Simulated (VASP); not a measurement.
## GaN: single point with r2SCAN

Crystal: GaN.

```
Ga N
1.0
     3.18315    0.00000    0.00000
    -1.59157    2.75669    0.00000
     0.00000    0.00000    5.39097
Ga N
2 2
Cartesian
  0.0000 1.8378 0.0077
  1.5916 0.9189 2.7032
  0.0000 1.8378 2.0139
  1.5916 0.9189 4.7094
```

This cell differs from its parent crystal: uniaxial z strain +4.0%.

* Program: VASP 6.6.1
* Task: single point
* Functional: r2SCAN
* Potentials or basis: VASP PAW PBE potentials, release 64 (Ga_d, N)
* Cutoff: 520 eV
* k mesh: 12 × 12 × 6
* Occupations: gaussian, width 0.01 eV
* Spin: no spin polarisation

```yaml
Pressure: -6.0 GPa
Largest_force: 0.010 eV/Å
Band_gap_on_the_k_mesh: 1.90 eV, direct
```

Forces on the atoms (eV/Å):
```
Ga   0.000  0.000  0.010
Ga   0.000  0.000  0.010
N    0.000  0.000 -0.010
N    0.000  0.000 -0.010
```

Stress tensor (GPa, compression positive):
```
 -1.97   0.00   0.00
  0.00  -1.97   0.00
  0.00   0.00 -14.08
```

Levels at points of the mesh, in eV from the valence-band top:
| k point | band 14 | band 15 | band 16 | band 17 | band 18 | band 19 | band 20 | band 21 | band 22 | band 23 |
| --- | --- | --- | --- | --- | --- | --- | --- | --- | --- | --- |
| (0.00, 0.00, 0.00) | -0.91 | -0.91 | -0.26 | 0.00 | 0.00 | 1.90 | 4.89 | 9.35 | 10.53 | 10.63 |
| (0.50, 0.00, 0.00) | -5.42 | -4.21 | -2.60 | -2.25 | -1.04 | 5.66 | 5.76 | 6.06 | 8.74 | 10.62 |
| (0.00, 0.00, 0.50) | -4.15 | -0.47 | -0.47 | -0.47 | -0.47 | 4.55 | 4.55 | 8.73 | 8.73 | 11.15 |
| (0.50, 0.00, 0.50) | -6.56 | -2.11 | -2.11 | -1.88 | -1.88 | 4.55 | 4.55 | 8.06 | 8.06 | 10.41 |

Run time: 120 s on 1 thread of Intel(R) Xeon(R) 6975P-C (Granite Rapids), with other jobs on the host, peak memory 0.22 GiB.

Caveat: the cell differs from its parent crystal (uniaxial z strain +4.0%); the PAW data sets were made with another functional, which shifts forces and pressure a little.
